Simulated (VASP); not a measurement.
**HW8C8Cl: single point with PBE+D3(BJ)**

HW8C8Cl, a slab with vacuum:

```
W C Cl H
1.0
     5.79968    0.00000    0.00000
     0.00000    5.67506    0.00000
     0.00000    0.00000   16.18556
W C Cl H
8 8 1 1
Direct
  0.00000 0.00000 0.06178
  0.24200 0.97952 0.21612
  0.00000 0.49999 0.06178
  0.24263 0.46958 0.21670
  0.49999 0.00000 0.06178
  0.74577 0.97974 0.21161
  0.49999 0.49999 0.06178
  0.75218 0.48294 0.21445
  0.98764 0.22683 0.15963
  0.43154 0.14370 0.31080
  0.00353 0.73342 0.15521
  0.04236 0.60558 0.30976
  0.49246 0.24338 0.15883
  0.65529 0.27457 0.31009
  0.48579 0.74177 0.16513
  0.88872 0.77876 0.30992
  0.29153 0.05024 0.39947
  0.75450 0.27774 0.36955
```

```
Program                : VASP 6.6.1
Task                   : single point
Functional             : PBE
Dispersion             : D3(BJ)
Potentials or basis    : VASP PAW PBE potentials, release 64 (W_sv, C, Cl, H)
Cutoff                 : 520 eV
k mesh                 : 3 × 3 × 1
Occupations            : fermi-dirac, width 0.1 eV
Spin                   : no spin polarisation
Dipole correction      : no
Further INCAR settings : LREAL = Auto; ALGO = Normal; EDIFF = 1e-06; NBANDS = 91
```

```json
{"Largest force": "2.946 eV/Å", "Band gap on the k mesh": "zero (bands 76 and 77 overlap by 0.15 eV)", "Dispersion energy per atom": "-0.249 eV"}
```

Forces on the atoms (eV/Å):
```
W   -0.067 -0.825 -0.693
W    0.015  0.403 -0.322
W    0.186 -1.081 -0.537
W    0.316  0.620 -0.889
W   -0.316 -0.563  0.143
W   -0.327  0.887  1.662
W   -0.027 -0.207  0.496
W   -0.103  0.982 -0.923
C    0.546  1.087  0.591
C    1.011  0.925 -0.860
C   -0.470  0.397  0.288
C   -0.456  1.202  0.134
C    0.316 -0.569 -0.317
C   -1.493 -1.701  1.886
C    0.471 -0.870 -0.295
C    0.511 -0.734 -0.681
Cl   0.463  0.034  0.817
H   -0.574  0.013 -0.499
```

Levels at points of the mesh, in eV from the Fermi level:
```tsv
k point	band 73	band 74	band 75	band 76	band 77	band 78	band 79	band 80
(0.00, 0.00, 0.00)	-0.49	-0.20	-0.16	0.11	0.46	0.50	1.17	1.35
```

Wall time 6.5 min on 1 thread of Intel(R) Xeon(R) 6975P-C (Granite Rapids) (shared host), peak memory 0.6 GiB.

Caveat: the k points lie up to 0.37 Å⁻¹ apart; spin-orbit coupling is left out, which moves the levels of the heavy elements.
